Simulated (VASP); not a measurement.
# H2C18O in VASP: further runs, part 2 of 2

VASP 6.6.1. Earlier steps stand in the parts before.

### Step 3. Single point, PBEsol

Input file INCAR:

```
PREC = Accurate
ENCUT = 520
EDIFF = 1E-6
ISMEAR = 0
SIGMA = 0.05
LREAL = Auto
LASPH = True
NELM = 60
ALGO = Normal
ISIF = 2
LWAVE = False
LCHARG = False
GGA = PS
NBANDS = 56
```

Input file KPOINTS:

```
regular mesh
0
Gamma
  2 2 1
```

Input file POSCAR:

```
H2C18O
1.0
    7.3980000000      0.0000000000      0.0000000000
   -3.6990000000      6.4068560000      0.0000000000
    0.0000000000      0.0000000000     12.0000000000
C O H
18 1 2
Direct
   -0.0031880344     -0.0038088885      0.0629781667
    0.2216990530      0.1087190035      0.0630380833
   -0.0009203498      0.3314861455      0.0629090833
    0.2196110052      0.4417737811      0.0629220833
   -0.0012757758      0.6625925415      0.0629300000
    0.2198690595      0.7730446884      0.0629829167
    0.3322870161     -0.0019677358      0.0630960000
    0.5530873465      0.1084447660      0.0629606667
    0.3320882333      0.3293492159      0.0629230833
    0.5533308648      0.4399688396      0.0628345000
    0.3302401373      0.6628714614      0.0629110833
    0.5551483345      0.7753209999      0.0628836667
    0.6655137793     -0.0041397840      0.0628900833
    0.8866438234      0.1065647488      0.0629127500
    0.6637007611      0.3297497244      0.0628443333
    0.8885469665      0.4420587883      0.0628729167
    0.6657631285      0.6648430993      0.0628832500
    0.8862826816      0.7750736086      0.0629455833
    0.5093185350      0.1100839476      0.3432840833
    0.4775538672      0.1021536929      0.2641249167
    0.4067720119      0.1370847105      0.3782055000
```

Potentials or basis: VASP PAW PBE potentials, release 64 (C, O, H).

Command:

```console
$ cat potpaw_PBE.64/C/POTCAR potpaw_PBE.64/O/POTCAR potpaw_PBE.64/H/POTCAR > POTCAR
$ mpirun -np 1 vasp_std > vasp.out
```

It took 3.2 min on 1 thread of AMD EPYC 9R45 (Zen 5), shared host; peak memory 0.56 GiB.

The run converged. Its results:

```
Free energy            : -187.4533 eV
Largest force          : 0.170 eV/Å
Band gap on the k mesh : 0.21 eV
```

Forces on the atoms (eV/Å):
```
C    0.004  0.020 -0.003
C   -0.015 -0.002  0.002
C    0.010 -0.012  0.000
C    0.006 -0.009  0.001
C   -0.004  0.001 -0.001
C    0.006  0.006 -0.002
C    0.005 -0.015  0.002
C    0.015 -0.003  0.002
C   -0.021  0.006 -0.001
C    0.007  0.007 -0.002
C    0.006  0.004  0.000
C   -0.018 -0.001 -0.001
C   -0.013  0.007  0.001
C    0.003  0.017  0.001
C    0.009  0.010  0.001
C   -0.009  0.000 -0.004
C    0.004 -0.017 -0.002
C    0.007 -0.013  0.000
O    0.092 -0.009  0.068
H    0.011 -0.019 -0.169
H   -0.103  0.023  0.107
```

Levels at points of the mesh, in eV from the valence-band top:
```
           k point  band 38  band 39  band 40  band 41  band 42  band 43
(0.00, 0.00, 0.00)    -2.36    -0.02     0.00     0.21     0.22     3.31
(0.50, 0.00, 0.00)    -2.53    -2.36    -2.24     1.75     2.57     2.58
(0.00, 0.50, 0.00)    -2.53    -2.35    -2.25     1.76     2.56     2.60
(0.50, 0.50, 0.00)    -2.52    -2.34    -2.26     1.76     2.57     2.60
```

Caveat: the k points lie up to 0.49 Å⁻¹ apart; the PAW data sets were made with another functional, which shifts forces and pressure a little.

### Step 4. Single point, PBEsol

Input file INCAR:

```
ALGO = Normal
EDIFF = 1E-7
ENCUT = 520
GGA = PS
ISIF = 2
ISMEAR = 0
LASPH = T
LCHARG = F
LREAL = Auto
LWAVE = F
NBANDS = 56
NELM = 80
PREC = Accurate
SIGMA = 0.05
```

Input file KPOINTS:

```
k-points
0
Gamma
  2 2 1
```

Input file POSCAR:

```
H2C18O
1.0
    7.3980000000      0.0000000000      0.0000000000
   -3.6990000000      6.4068560000      0.0000000000
    0.0000000000      0.0000000000     12.0000000000
C O H
18 1 2
Direct
   -0.0054175262     -0.0043189671      0.0626177500
    0.2193111080      0.1081085637      0.0626864167
   -0.0031057523      0.3307019855      0.0625699167
    0.2172024721      0.4408953471      0.0626030000
   -0.0037650442      0.6618083815      0.0626197500
    0.2177440182      0.7724482960      0.0626490000
    0.3300247842     -0.0027657872      0.0627686667
    0.5506096115      0.1075260627      0.0627450000
    0.3295784508      0.3285110513      0.0626191667
    0.5511800453      0.4393387334      0.0625943333
    0.3279844782      0.6623723087      0.0625857500
    0.5527468477      0.7747283535      0.0625374167
    0.6630509843     -0.0049504781      0.0625318333
    0.8845411026      0.1059302722      0.0625490000
    0.6614623360      0.3292636825      0.0626432500
    0.8861804900      0.4414964220      0.0625784167
    0.6635657782      0.6640712699      0.0625680833
    0.8838756971      0.7742071930      0.0626265000
    0.5751500007      0.1058225751      0.3423775000
    0.5415465785      0.1141410077      0.2647543333
    0.4852728430      0.1419309252      0.3841075000
```

Command:

```console
$ cat potpaw_PBE.64/C/POTCAR potpaw_PBE.64/O/POTCAR potpaw_PBE.64/H/POTCAR > POTCAR
$ mpirun -np 1 vasp_std > vasp.out
```

Run time: 3.6 min. Hardware: 1 thread of AMD EPYC 9R45 (Zen 5), shared host; peak memory 0.56 GiB.

The run converged. Its results:

```yaml
Free_energy: -187.4534 eV
Largest_force: 0.166 eV/Å
Band_gap_on_the_k_mesh: 0.19 eV
```

Forces in eV/Å, atoms in the order of the input:
```
C   -0.004  0.000 -0.003
C    0.005  0.001 -0.002
C    0.001  0.013  0.002
C   -0.011  0.002  0.000
C    0.011 -0.006 -0.005
C    0.004 -0.013 -0.001
C   -0.002  0.009  0.001
C   -0.002  0.006 -0.001
C    0.001  0.005  0.000
C   -0.002 -0.008  0.002
C   -0.009 -0.011 -0.001
C    0.008  0.006  0.000
C    0.010 -0.008  0.001
C   -0.004 -0.002  0.001
C   -0.008 -0.005 -0.001
C    0.016  0.001  0.000
C    0.004  0.005  0.001
C   -0.011  0.005  0.000
O    0.104 -0.029  0.021
H    0.000 -0.005 -0.138
H   -0.109  0.033  0.120
```

Levels at points of the mesh, in eV from the valence-band top:
```csv
k point,band 38,band 39,band 40,band 41,band 42,band 43
"(0.00, 0.00, 0.00)",-2.39,-0.02,0.00,0.19,0.21,3.29
"(0.50, 0.00, 0.00)",-2.54,-2.37,-2.26,1.75,2.56,2.58
"(0.00, 0.50, 0.00)",-2.54,-2.37,-2.26,1.75,2.56,2.59
"(0.50, 0.50, 0.00)",-2.53,-2.37,-2.26,1.75,2.57,2.59
```

Caveat: the k points lie up to 0.49 Å⁻¹ apart; the PAW data sets were made with another functional, which shifts forces and pressure a little.

### Step 5. Single point, PBEsol

Input file INCAR:

```
ALGO = Normal ; EDIFF = 1E-7
ENCUT = 520 ; GGA = PS
ISIF = 2 ; ISMEAR = 0
LASPH = T ; LCHARG = T
LELF = T ; LREAL = Auto
LVHAR = T ; LWAVE = F
NBANDS = 56 ; NELM = 80
PREC = Accurate ; SIGMA = 0.05
```

KPOINTS is that of step 4.

Input file POSCAR:

```
H2C18O
1.0
    7.3980000000      0.0000000000      0.0000000000
   -3.6990000000      6.4068560000      0.0000000000
    0.0000000000      0.0000000000     12.0000000000
C O H
18 1 2
Direct
   -0.0057167519     -0.0080493459      0.0626910833
    0.2177957062      0.1037309095      0.0627445000
   -0.0056562315      0.3273352796      0.0626445833
    0.2178726058      0.4391088234      0.0627175000
   -0.0036749637      0.6607236061      0.0627590000
    0.2158203101      0.7703767651      0.0627328333
    0.3274248257     -0.0061638657      0.0627804167
    0.5511740012      0.1056602490      0.0628700000
    0.3296283214      0.3273799193      0.0627650833
    0.5491684803      0.4372380150      0.0628440000
    0.3276627677      0.6586291310      0.0627117500
    0.5511812961      0.7703617812      0.0626635833
    0.6630708145     -0.0061406094      0.0625879167
    0.8825720472      0.1037821047      0.0625975000
    0.6611051000      0.3255027115      0.0629272500
    0.8846978980      0.4372019599      0.0627495833
    0.6610101797      0.6607229818      0.0627499167
    0.8845567458      0.7724554758      0.0627580833
    0.6300233697      0.1133657444      0.3400906667
    0.5998926353      0.1340445298      0.2636601667
    0.5557968907      0.1640011887      0.3852873333
```

Command:

```console
$ cat potpaw_PBE.64/C/POTCAR potpaw_PBE.64/O/POTCAR potpaw_PBE.64/H/POTCAR > POTCAR
$ mpirun -np 1 vasp_std > vasp.out
```

It took 3.5 min on 1 thread of AMD EPYC 9R45 (Zen 5), shared host; peak memory 0.57 GiB.

The run converged. Its results:

```yaml
Free_energy: -187.4536 eV
Largest_force: 0.159 eV/Å
Band_gap_on_the_k_mesh: 0.20 eV
```

Forces on the atoms (eV/Å):
```
C    0.004  0.020 -0.001
C   -0.021  0.008  0.004
C    0.007 -0.015  0.002
C    0.001 -0.020 -0.003
C   -0.007 -0.005 -0.002
C    0.006  0.005 -0.001
C    0.009 -0.011  0.004
C    0.011 -0.006  0.000
C   -0.019  0.000 -0.001
C    0.011  0.016 -0.001
C    0.008  0.013  0.001
C   -0.007 -0.007 -0.003
C   -0.014  0.003  0.002
C    0.007  0.027 -0.002
C    0.013  0.005 -0.005
C   -0.019 -0.003  0.001
C    0.007 -0.013  0.003
C    0.003 -0.019 -0.001
O    0.118 -0.056  0.026
H   -0.016  0.010 -0.135
H   -0.103  0.048  0.112
```

Levels at points of the mesh, in eV from the valence-band top:
| k point | band 38 | band 39 | band 40 | band 41 | band 42 | band 43 |
| --- | --- | --- | --- | --- | --- | --- |
| (0.00, 0.00, 0.00) | -2.41 | -0.02 | 0.00 | 0.20 | 0.22 | 3.29 |
| (0.50, 0.00, 0.00) | -2.53 | -2.38 | -2.26 | 1.75 | 2.57 | 2.58 |
| (0.00, 0.50, 0.00) | -2.56 | -2.38 | -2.25 | 1.75 | 2.55 | 2.58 |
| (0.50, 0.50, 0.00) | -2.53 | -2.38 | -2.26 | 1.75 | 2.57 | 2.58 |

Caveat: the k points lie up to 0.49 Å⁻¹ apart; the PAW data sets were made with another functional, which shifts forces and pressure a little.

### Step 6. The runs side by side

```tsv
cell	gap on the mesh (eV)	largest force (eV/Å)
as given, atomic positions A	0.21	0.17
as given, atomic positions B	0.19	0.17
as given, atomic positions C	0.20	0.16
```

Alike in all rows: task single point; level PBEsol; potentials or basis VASP PAW PBE potentials, release 64 (C, O, H); no spin polarisation; k mesh 2 × 2 × 1; cutoff (eV) 520; smearing gaussian 0.05 eV.

Caveats: all runs use coarse meshes; the PAW data sets were made with another functional, which shifts forces and pressure a little.

Total energies depend on the potentials used, so only differences within one code and one set of settings carry meaning.
